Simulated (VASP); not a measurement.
Si (a cell with a defect), 17 atoms in the cell. The cell holds a defect, 17 atoms: a = 7.679 Å, b = 7.679 Å, c = 7.679 Å, α = 60.00°, β = 60.00°, γ = 60.00°. 

* Program: VASP 6.6.1
* Task: single point
* Functional: PBE
* Dispersion: D3(BJ)
* Potentials or basis: VASP PAW PBE potentials, release 64 (Si)
* Cutoff: 520 eV
* k mesh: 2 × 2 × 2
* Occupations: gaussian, width 0.02 eV
* Spin: no spin polarisation
* Dipole correction: no
* Further INCAR settings: LREAL = Auto; ALGO = Normal; EDIFF = 1e-07; NBANDS = 48

Potentials or basis: VASP PAW PBE potentials, release 64 (Si).

Run with:

```bash
$ cat potpaw_PBE.64/Si/POTCAR > POTCAR
$ mpirun -np 1 vasp_std > vasp.out
```

Hardware: 1 thread of Intel Xeon 8259CL, on a shared host.

Question: Estimate the wall time of this run.

Answer: It took 14 min on 1 thread of Intel Xeon 8259CL (shared host), peak memory 0.47 GiB. Counts: scf iterations 15, k points 8.
